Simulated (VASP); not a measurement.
# CaF2 (km) (Fm-3m) in VASP: single point with PBEsol

Aim: the single point of CaF2 (km) with PBEsol.

Everything below comes from runs of VASP 6.6.1. Logs are shortened: lines on timing, memory, paths and dates and some standing lists are left out, and cuts for length are marked.

## (1) The cell of the first run

Symmetry: Fm-3m, No. 225, cubic system. The conventional cell has a = 5.420 Å, b = 5.420 Å, c = 5.420 Å, α = 90.00°, β = 90.00°, γ = 90.00°. Within 3.1 Å of Ca (site symmetry m-3m) lie 8 F at 2.35 Å. F (site symmetry -43m) has 4 Ca at 2.35 Å and 6 F at 2.71 Å within 3.1 Å.

## (2) Single point, PBEsol

INCAR

```
SYSTEM = CaF2
ALGO     = Normal         ! electronic algorithm
EDIFF    = 1E-6           ! SCF threshold, eV
ENCUT    = 600            ! plane-wave cutoff, eV
GGA      = PS             ! functional
GGA_COMPAT= .FALSE.      
ISIF     = 2              ! what is computed and relaxed
ISMEAR   = 0              ! smearing method
LASPH    = .TRUE.         ! aspherical terms in the spheres
LCHARG   = .TRUE.         ! write CHGCAR
LELF     = .TRUE.         ! ELF
LREAL    = .FALSE.        ! projectors in reciprocal space
LVHAR    = .TRUE.       
LWAVE    = .FALSE.        ! write WAVECAR
NBANDS   = 19             ! bands
NELM     = 120            ! most SCF steps
PREC     = Accurate       ! precision mode
SIGMA    = 0.02           ! smearing width, eV
```

KPOINTS

```
k-points
0
G
  4 4 4
  0 0 0
```

POSCAR

```
CaF2
1.0
    0.0000000000      2.7101721599      2.7101721599
    2.7101721599      0.0000000000      2.7101721599
    2.7101721599      2.7101721599      0.0000000000
Ca F
1 2
Direct
    0.0000000000      0.0000000000      0.0000000000
    0.2500000000      0.2500000000      0.2500000000
    0.7500000000      0.7500000000      0.7500000000
```

Potentials or basis: VASP PAW PBE potentials, release 64 (Ca_sv, F).

Command:

```bash
$ cat potpaw_PBE.64/Ca_sv/POTCAR potpaw_PBE.64/F/POTCAR > POTCAR
$ mpirun -np 1 vasp_std > vasp.out
```

OUTCAR:

```text
SYSTEM = CaF2
   EDIFF = 1E-6
   ENCUT = 600
   GGA = PS
   ISIF = 2
   ISMEAR = 0
   LASPH = .TRUE.
   LREAL = .FALSE.
   NELM = 120
   PREC = Accurate

 ion  position               nearest neighbor table
   1  0.000  0.000  0.000-   3 2.35   3 2.35   3 2.35   2 2.35   2 2.35   2 2.35   3 2.35   2 2.35

   2  0.250  0.250  0.250-   1 2.35   1 2.35   1 2.35   1 2.35
   3  0.750  0.750  0.750-   1 2.35   1 2.35   1 2.35   1 2.35

  LATTYP: Found a face centered cubic cell.
 ALAT       =     5.4203443198

  Lattice vectors:

 A1 = (   0.0000000000,   2.7101721599,   2.7101721599)
 A2 = (   2.7101721599,   0.0000000000,   2.7101721599)
 A3 = (   2.7101721599,   2.7101721599,   0.0000000000)

Analysis of symmetry for initial positions (statically):
=====================================================================
 Subroutine PRICEL returns:
 Original cell was already a primitive cell.

 Routine SETGRP: Setting up the symmetry group for a
 face centered cubic supercell.

 Subroutine GETGRP returns: Found 48 space group operations
 (whereof 48 operations were pure point group operations)
 out of a pool of 48 trial point group operations.

The static configuration has the point symmetry O_h .

Analysis of symmetry for dynamics (positions and initial velocities):
=====================================================================
 Subroutine PRICEL returns:
 Original cell was already a primitive cell.

 Routine SETGRP: Setting up the symmetry group for a
 face centered cubic supercell.

 Subroutine GETGRP returns: Found 48 space group operations
 (whereof 48 operations were pure point group operations)
 out of a pool of 48 trial point group operations.

The dynamic configuration has the point symmetry O_h .

 Subroutine INISYM returns: Found 48 space group operations
 (whereof 48 operations are pure point group operations),
 and found     1 'primitive' translations

----------------------------------------------------------------------------------------

                                     Primitive cell

  volume of cell :      39.8126

  direct lattice vectors                    reciprocal lattice vectors
     0.000000000  2.710172160  2.710172160    -0.184490125  0.184490125  0.184490125
     2.710172160  0.000000000  2.710172160     0.184490125 -0.184490125  0.184490125
     2.710172160  2.710172160  0.000000000     0.184490125  0.184490125 -0.184490125

  length of vectors
     3.832762225  3.832762225  3.832762225     0.319546270  0.319546270  0.319546270

  position of ions in fractional coordinates (direct lattice)
     0.000000000  0.000000000  0.000000000
     0.250000000  0.250000000  0.250000000
     0.750000000  0.750000000  0.750000000

  ion indices of the primitive-cell ions
   primitive index   ion index
                 1           1
                 2           2
                 3           3

----------------------------------------------------------------------------------------

 KPOINTS: k-points

Automatic generation of k-mesh.
 Grid dimensions read from file:
 generate k-points for:    4    4    4

 Generating k-lattice:

  Cartesian coordinates                     Fractional coordinates (reciprocal lattice)
    -0.046122531  0.046122531  0.046122531     0.250000000  0.000000000  0.000000000
     0.046122531 -0.046122531  0.046122531     0.000000000  0.250000000  0.000000000
     0.046122531  0.046122531 -0.046122531     0.000000000  0.000000000  0.250000000

  Length of vectors
     0.079886567  0.079886567  0.079886567

  Shift w.r.t. Gamma in fractional coordinates (k-lattice)
     0.000000000  0.000000000  0.000000000

 Subroutine IBZKPT returns following result:
 ===========================================

 Found      8 irreducible k-points:

 Following reciprocal coordinates:
            Coordinates               Weight
  0.000000  0.000000  0.000000      1.000000
  0.250000  0.000000  0.000000      8.000000
  0.500000  0.000000  0.000000      4.000000
  0.250000  0.250000  0.000000      6.000000
  0.500000  0.250000  0.000000     24.000000
 -0.250000  0.250000  0.000000     12.000000
  0.500000  0.500000  0.000000      3.000000
 -0.250000  0.500000  0.250000      6.000000
   k-points           NKPTS =      8   k-points in BZ     NKDIM =      8   number of bands    NBANDS=     19
   number of dos      NEDOS =    301   number of ions     NIONS =      3
   total plane-waves  NPLWV =  32768
   dimension x,y,z NGX =    32 NGY =   32 NGZ =   32
   dimension x,y,z NGXF=    64 NGYF=   64 NGZF=   64
   ions per type =               1   2
   NGX,Y,Z   is equivalent  to a cutoff of  13.88, 13.88, 13.88 a.u.
   NGXF,Y,Z  is equivalent  to a cutoff of  27.76, 27.76, 27.76 a.u.
 SYSTEM =  CaF2
   PREC   = accura    normal or accurate (medium, high low for compatibility)
   ISTART =      0    job   : 0-new  1-cont  2-samecut
   ICHARG =      2    charge: 1-file 2-atom 10-const
   ISPIN  =      1    spin polarized calculation?
   LNONCOLLINEAR =      F non collinear calculations
   LSORBIT =      F    spin-orbit coupling
   LASPH  =      T    aspherical Exc in radial PAW
   ENCUT  =  600.0 eV  44.10 Ry    6.64 a.u.   7.65  7.65  7.65*2*pi/ulx,y,z
   NELM   =    120;   NELMIN=  2; NELMDL= -5     # of ELM steps
   EDIFF  = 0.1E-05   stopping-criterion for ELM
   LREAL  =      F    real-space projection
[... 7 lines left out ...]
   TEBEG  =    0.0;   TEEND  =   0.0 temperature during run
   PSTRESS=    0.0 pullay stress
   NELECT =      24.0000    total number of electrons
   NUPDOWN=      -1.0000    fix difference up-down
   EMIN   =  10.00;   EMAX   =-10.00  energy-range for DOS
   EFERMI =   0.00;   METHOD = LEGACY
   ISMEAR =     0;   SIGMA  =   0.02  broadening in eV -4-tet -1-fermi 0-gaus
   EFERMI_NEDOS =   21; number of points for ismear=-14 and -15
   IALGO  =     38    algorithm
   IMIX   =      4    mixing-type and parameters
     AMIX     =   0.40;   BMIX     =  1.00
     AMIX_MAG =   1.60;   BMIX_MAG =  1.00
  volume/ion in A,a.u.               =      13.27        89.56
  Fermi-wavevector in a.u.,A,eV,Ry     =   1.382945  2.613388 26.021659  1.912538
  Thomas-Fermi vector in A             =   2.507589
   LORBIT       =      0    0 simple, 1 ext, 2 COOP (PROOUT), +10 PAW based schemes
   GGA     = PS    functional components
   LHFCALC =     F    Hartree Fock is set to
   AEXX    =    0.0000 exact exchange contribution
   IVDW    =     0    specifies the selected vdW correction
   LEPSILON=     F    determine dielectric tensor
   LRPA    =     F    only Hartree local field effects (RPA)
 non-spin polarized calculation
 Gauss-broadening in eV      SIGMA  =   0.02
  energy-cutoff  :      600.00
  volume of cell :       39.81
 maximum number of plane-waves:      1363
 NGX is ok and might be reduce to    32
   NGX = 15   NGY = 15   NGZ = 15

 number of electron      23.9999987 magnetization

 Free energy of the ion-electron system (eV)
  ---------------------------------------------------
  ext. energy  EPLUGINS =         0.00000000
  ---------------------------------------------------
  free energy    TOTEN  =       -17.90444625 eV

  energy without entropy =      -17.90444625  energy(sigma->0) =      -17.90444625

 E-fermi :  -0.8349     XC(G=0): -10.0167

 val. band max:       -0.9622956092   @ k =   0.5000   0.5000   0.0000
 cond. band min:       6.2639575928   @ k =   0.0000   0.0000   0.0000
 fundamental gap:      7.2262532020
 Fermi energy:        -0.8349446553

 k-point     1 :       0.0000    0.0000    0.0000
  band No.  band energies     occupation
      1     -36.6633      2.00000
      2     -20.8425      2.00000
      3     -20.0165      2.00000
      4     -17.6879      2.00000
      5     -17.6879      2.00000
      6     -17.6879      2.00000
      7      -3.1817      2.00000
      8      -3.1817      2.00000
      9      -3.1817      2.00000
     10      -1.2249      2.00000
     11      -1.2249      2.00000
     12      -1.2249      2.00000
     13       6.2640      0.00000
     14       8.2462      0.00000
     15       8.2462      0.00000
     16      10.4446      0.00000
     17      10.4446      0.00000
     18      10.4446      0.00000
     19      15.9803      0.00000

 k-point     2 :       0.2500    0.0000    0.0000
  band No.  band energies     occupation
      1     -36.6434      2.00000
      2     -20.9579      2.00000
      3     -20.1975      2.00000
      4     -17.7121      2.00000
      5     -17.7121      2.00000
      6     -17.4307      2.00000
      7      -2.9129      2.00000
      8      -2.9129      2.00000
      9      -2.7181      2.00000
     10      -1.8142      2.00000
     11      -1.4900      2.00000
     12      -1.4900      2.00000
     13       7.5911      0.00000
     14       8.3683      0.00000
     15       8.3683      0.00000
     16      10.0281      0.00000
     17      10.2966      0.00000
     18      10.2966      0.00000
     19      13.9951      0.00000

 k-point     3 :       0.5000    0.0000    0.0000
  band No.  band energies     occupation
      1     -36.6235      2.00000
      2     -20.9789      2.00000
      3     -20.4754      2.00000
      4     -17.7360      2.00000
      5     -17.7360      2.00000
      6     -17.1588      2.00000
      7      -2.5586      2.00000
      8      -2.5586      2.00000
      9      -2.3047      2.00000
     10      -2.2490      2.00000
     11      -1.8238      2.00000
     12      -1.8238      2.00000
     13       8.4834      0.00000
     14       8.4834      0.00000
     15       8.8887      0.00000
     16       9.6863      0.00000
     17      10.1501      0.00000
     18      10.1501      0.00000
     19      12.8818      0.00000

 k-point     4 :       0.2500    0.2500    0.0000
  band No.  band energies     occupation
      1     -36.6368      2.00000
      2     -21.0359      2.00000
      3     -20.1847      2.00000
      4     -17.7483      2.00000
      5     -17.7483      2.00000
      6     -17.3198      2.00000
      7      -2.9729      2.00000
      8      -2.9729      2.00000
      9      -2.6568      2.00000
     10      -2.1687      2.00000
     11      -1.2240      2.00000
     12      -1.2240      2.00000
     13       7.6309      0.00000
     14       8.5294      0.00000
     15       8.7033      0.00000
     16       9.6750      0.00000
     17      10.2209      0.00000
     18      10.2209      0.00000
     19      15.4616      0.00000

 k-point     5 :       0.5000    0.2500    0.0000
  band No.  band energies     occupation
      1     -36.6169      2.00000
      2     -21.0089      2.00000
      3     -20.5355      2.00000
      4     -17.7723      2.00000
      5     -17.6010      2.00000
      6     -17.1894      2.00000
      7      -3.2412      2.00000
      8      -2.7625      2.00000
      9      -2.6313      2.00000
     10      -1.5631      2.00000
     11      -1.4689      2.00000
     12      -1.3866      2.00000
     13       7.5704      0.00000
     14       8.8330      0.00000
     15       9.0117      0.00000
     16       9.4766      0.00000
     17      10.0929      0.00000
     18      11.4681      0.00000
     19      13.7918      0.00000

 k-point     6 :      -0.2500    0.2500    0.0000
  band No.  band energies     occupation
      1     -36.6235      2.00000
      2     -20.9388      2.00000
      3     -20.5365      2.00000
      4     -17.7364      2.00000
      5     -17.5083      2.00000
      6     -17.3648      2.00000
      7      -3.1155      2.00000
      8      -2.5579      2.00000
      9      -2.3152      2.00000
     10      -2.0876      2.00000
     11      -1.9344      2.00000
     12      -1.1829      2.00000
     13       7.7844      0.00000
     14       8.4989      0.00000
     15       9.0368      0.00000
     16       9.4779      0.00000
     17      10.1625      0.00000
     18      10.9956      0.00000
     19      14.1244      0.00000

 k-point     7 :       0.5000    0.5000    0.0000
  band No.  band energies     occupation
      1     -36.6103      2.00000
      2     -21.1988      2.00000
      3     -20.3452      2.00000
      4     -17.8082      2.00000
      5     -17.8082      2.00000
      6     -16.9681      2.00000
      7      -3.7984      2.00000
      8      -2.6611      2.00000
      9      -2.6611      2.00000
     10      -1.3482      2.00000
     11      -1.3482      2.00000
     12      -0.9623      2.00000
     13       7.1182      0.00000
     14       8.6416      0.00000
     15       9.2352      0.00000
     16      10.0526      0.00000
     17      10.0526      0.00000
     18      12.3931      0.00000
     19      13.9581      0.00000

 k-point     8 :      -0.2500    0.5000    0.2500
  band No.  band energies     occupation
      1     -36.6103      2.00000
      2     -20.8285      2.00000
      3     -20.8285      2.00000
      4     -17.8112      2.00000
      5     -17.3295      2.00000
      6     -17.3295      2.00000
      7      -3.3166      2.00000
      8      -3.1778      2.00000
      9      -2.0436      2.00000
     10      -2.0436      2.00000
     11      -1.2607      2.00000
     12      -1.0570      2.00000
     13       7.4582      0.00000
     14       8.8738      0.00000
     15       9.0691      0.00000
     16       9.0691      0.00000
     17      10.0750      0.00000
     18      13.5349      0.00000
     19      14.7974      0.00000

------------------------ aborting loop because EDIFF is reached ----------------------------------------

  FORCE on cell =-STRESS in cart. coord.  units (eV):
  Direction    XX          YY          ZZ          XY          YZ          ZX
  --------------------------------------------------------------------------------------
  -------------------------------------------------------------------------------------
  Total        0.0715763      0.0715763      0.0715763      0.0000000      0.0000000     -0.0000000
  in kB        2.8804415      2.8804415      2.8804415      0.0000000      0.0000000     -0.0000000
  external PRESSURE =       2.8804415 kB  Pullay stress =       0.0000000 kB

 VOLUME and BASIS-vectors are now :
 -----------------------------------------------------------------------------
  energy-cutoff  :      600.00
  volume of cell :       39.81
      direct lattice vectors                 reciprocal lattice vectors
     0.000000000  2.710172160  2.710172160    -0.184490125  0.184490125  0.184490125
     2.710172160  0.000000000  2.710172160     0.184490125 -0.184490125  0.184490125
     2.710172160  2.710172160  0.000000000     0.184490125  0.184490125 -0.184490125

 POSITION                                       TOTAL-FORCE (eV/Angst)
 -----------------------------------------------------------------------------------
      0.00000      0.00000      0.00000         0.000000      0.000000      0.000000
      1.35509      1.35509      1.35509        -0.000000     -0.000000     -0.000000
      4.06526      4.06526      4.06526         0.000000      0.000000      0.000000
 -----------------------------------------------------------------------------------
    total drift:                                0.000000     -0.000000      0.000000

  FREE ENERGIE OF THE ION-ELECTRON SYSTEM (eV)
  ---------------------------------------------------
  free  energy   TOTEN  =       -17.9044462474 eV

  energy  without entropy=      -17.9044462474  energy(sigma->0) =      -17.90444625
```

Wall time 9 s (1 thread of Intel Xeon Platinum 8259CL at 2.50GHz (Skylake/Cascade Lake), shared host); peak memory 0.18 GiB.

Results:

* Free energy: -17.9044 eV
* Pressure: 0.3 GPa
* Band gap on the k mesh: 7.23 eV, indirect (least direct gap 7.49 eV)

Levels at points of the mesh, in eV from the valence-band top:
```tsv
k point	band 9	band 10	band 11	band 12	band 13	band 14	band 15	band 16
(0.00, 0.00, 0.00)	-2.22	-0.26	-0.26	-0.26	7.23	9.21	9.21	11.41
(0.50, 0.00, 0.00)	-1.34	-1.29	-0.86	-0.86	9.45	9.45	9.85	10.65
(0.50, 0.50, 0.00)	-1.70	-0.39	-0.39	0.00	8.08	9.60	10.20	11.01
```

Caveat: the k points lie up to 0.50 Å⁻¹ apart; the PAW data sets were made with another functional, which shifts forces and pressure a little.
